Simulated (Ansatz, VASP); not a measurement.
# One calculation of EuS, two programs

POSCAR

```
EuS
1.0
    0.0000000000      2.9785000000      2.9785000000
    2.9785000000      0.0000000000      2.9785000000
    2.9785000000      2.9785000000      0.0000000000
Eu S
1 1
Direct
    0.0000000000      0.0000000000      0.0000000000
    0.5000000000      0.5000000000      0.5000000000
```

The input INCAR.step1:

```
SYSTEM = EuS
ALGO = Normal
EDIFF = 1E-5
ENCUT = 800
GGA = PE
GGA_COMPAT = .FALSE.
ISMEAR = 1
ISPIN = 2
LASPH = .TRUE.
LCHARG = .FALSE.
LMAXMIX = 6
LREAL = .FALSE.
LWAVE = .TRUE.
MAGMOM = 7 0
NBANDS = 22
NELM = 200
PREC = Accurate
SIGMA = 0.1
```

The input INCAR.step2:

```
SYSTEM = EuS
ALGO = Normal
EDIFF = 1E-6
ENCUT = 800
GGA_COMPAT = .FALSE.
ISIF = 2
ISMEAR = 1
ISPIN = 2
ISTART = 1
LASPH = .TRUE.
LCHARG = .FALSE.
LMAXMIX = 6
LMIXTAU = .TRUE.
LORBIT = 11
LREAL = .FALSE.
LWAVE = .FALSE.
MAGMOM = 7 0
METAGGA = R2SCAN
NBANDS = 22
NELM = 200
PREC = Accurate
SIGMA = 0.1
```

Contents of KPOINTS:

```
k-points
0
G
  8 8 8
  0 0 0
```

Input for Ansatz:

```yaml
crystal:
  lattice:
    - [0.0, 2.9785, 2.9785]
    - [2.9785, 0.0, 2.9785]
    - [2.9785, 2.9785, 0.0]
  atoms:
    - { symbol: Eu, position: [0.0, 0.0, 0.0], spin: 7.0 }
    - { symbol: S, position: [0.5, 0.5, 0.5] }
basis:
  ecutwfc: 750.0
  ecutrho_ratio: 6
kpoints:
  mp_grid:
    grid: [8, 8, 8]
hamiltonian:
  xc: r2scan
  pseudopotentials:
    kind: paw
magnetization:
  spin_polarized: true
scf:
  occupations:
    method: cold
    width: 0.1
  initial_density:
    normalization: atom
```

Alike in both runs: task single point; functional r2SCAN; k mesh 8 × 8 × 8; collinear spin.

|  | VASP | Ansatz |
| --- | --- | --- |
| version | VASP 6.6.1 | Ansatz 0.2.0 |
| potentials or method | VASP PAW PBE potentials, release 64 (Eu, S), cutoff 800 eV | plane waves, PAW |
| occupations | methfessel-paxton of order 1, width 0.1 eV | cold, width 0.1 eV |
| valence electrons in the cell | 23 | 23 |

|  | VASP | Ansatz | Ansatz less VASP |
| --- | --- | --- | --- |
| net moment per atom (μB) | 3.50 | 3.50 | +0.001 |
| size of the moment on the site where the two differ most (μB) | 6.54 | 6.82 | +0.284 |

VASP's potentials were made for PBE, not for r2SCAN. Site moments also hang on the region over which each program counts them. Ansatz's warnings: stability check not made.

Spin-orbit coupling is off throughout.
